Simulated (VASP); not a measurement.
## Ca4B3: single point with PBE

The system is Ca4B3.

```
CELL_PARAMETERS angstrom
3.95081 0.00000 0.00000
0.00000 3.95081 0.00000
0.00000 0.00000 8.28954
ATOMIC_POSITIONS crystal
Ca 0.50000 0.50000 0.51889
Ca 0.00000 0.00000 0.98731
Ca 0.50000 0.00000 0.71534
Ca 0.00000 0.50000 0.71534
B 0.50000 0.50000 0.79513
B 0.00000 0.00000 0.72524
B 0.00000 0.00000 0.35996
```

The cell was built from a structure type or drawn by symmetry, and may not be a known phase.

| Quantity | Value |
| --- | --- |
| Program | VASP 6.6.1 |
| Task | single point |
| Functional | PBE |
| Potentials or basis | VASP PAW PBE potentials, release 64 (Ca_sv, B) |
| Cutoff | 520 eV |
| k mesh | 4 × 4 × 2 |
| Occupations | gaussian, width 0.1 eV |
| Spin | no spin polarisation |

- Pressure: 39.6 GPa
- Largest force: 7.497 eV/Å
- Band gap on the k mesh: zero (an odd number of electrons rules out a gap without spin polarisation)

Forces in eV/Å, atoms in the order of the input:
```
Ca   0.000  0.000 -7.497
Ca   0.000  0.000  4.951
Ca   0.000  0.000 -2.117
Ca   0.000  0.000 -2.117
B    0.000  0.000  7.201
B    0.000  0.000 -1.908
B    0.000  0.000  1.486
```

Stress tensor (GPa, compression positive):
```
47.98  0.00  0.00
 0.00 47.98  0.00
 0.00  0.00 22.96
```

Levels at points of the mesh, in eV from the Fermi level:
```
           k point  band 22  band 23  band 24  band 25  band 26  band 27
(0.00, 0.00, 0.00)    -0.23    -0.23     0.11     0.91     1.13     1.44
(0.50, 0.00, 0.00)    -1.37    -0.90    -0.81     0.05     0.38     0.94
(0.50, 0.50, 0.00)    -2.09    -0.85    -0.85    -0.36    -0.36    -0.24
(0.00, 0.00, 0.50)    -0.22    -0.22     0.11     0.71     1.21     1.44
(0.50, 0.00, 0.50)    -1.55    -0.88    -0.76     0.05     0.33     0.43
(0.50, 0.50, 0.50)    -2.21    -0.93    -0.93    -0.32    -0.25    -0.25
```

Wall time 36 s on 1 thread of Intel(R) Xeon(R) 6975P-C (Granite Rapids) (shared host), peak memory 0.24 GiB.

Caveat: the k points lie up to 0.40 Å⁻¹ apart, too coarse for converged energies and pressures of a metal; forces of over 1 eV/Å act on the atoms, so gaps and moduli don't describe the material at rest.
